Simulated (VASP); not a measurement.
Write the native input for VASP 6.6.1 that does the following.

| Property | Result |
| --- | --- |
| Task | single point |
| Functional | PBEsol |
| Potentials or basis | VASP PAW PBE potentials, release 64 (Mn_pv) |
| Cutoff | 500 eV |
| k mesh | 17 × 17 × 9 |
| Occupations | fermi-dirac, width 0.05 eV |
| Spin | collinear spin, antiferromagnetic start |
| Starting moments | [3.0, -3.0] μB |
| Dipole correction | no |
| Further INCAR settings | ALGO = Normal; EDIFF = 1e-06; NBANDS = 24 |

The structure of Mn lies in POSCAR:

```
Mn
1.0
    2.5151750299      0.0000000000      0.0000000000
   -1.2575875149      2.1782054709      0.0000000000
    0.0000000000      0.0000000000      4.0682822884
Mn
2
Direct
    0.3333333333      0.6666666667      0.2500000000
    0.6666666667      0.3333333333      0.7500000000
```

This isn't the form of Mn at room conditions, which is a 58-atom cubic cell.

One way to write it, as run:

INCAR

```
SYSTEM = Mn
ALGO = Normal
EDIFF = 1E-6
ENCUT = 500
GGA = PS
GGA_COMPAT = .False.
ISIF = 2
ISMEAR = -1
ISPIN = 2
LASPH = .True.
LCHARG = .False.
LMAXMIX = 4
LORBIT = 11
LREAL = .False.
LWAVE = .False.
MAGMOM = 3 -3
NBANDS = 24
NELM = 200
PREC = Accurate
SIGMA = 0.05
```

KPOINTS

```
k-points
0
Gamma
  17 17 9
  0 0 0
```

Potentials or basis: VASP PAW PBE potentials, release 64 (Mn_pv).

The run is started by

```bash
$ cat potpaw_PBE.64/Mn_pv/POTCAR > POTCAR
$ mpirun -np 1 vasp_std > vasp.out
```

It gave:

```yaml
Pressure: -18.4 GPa
Band_gap_on_the_k_mesh: zero (filled and empty bands overlap)
Net_moment: 0.00 μB per cell
Site_moments: Mn +0.61, -0.61 μB
Valence_electrons_inside_the_program's_atomic_spheres: Mn 11.92
```

Caveat: the cell stands under tension; the antiferromagnetic order is the one typed at the start, and another may lie lower; the PAW data sets were made with another functional, which shifts forces and pressure a little.

Wall time 110 s on 1 thread of Oxide Virtual Turin-like Processor (shared host), peak memory 0.18 GiB.
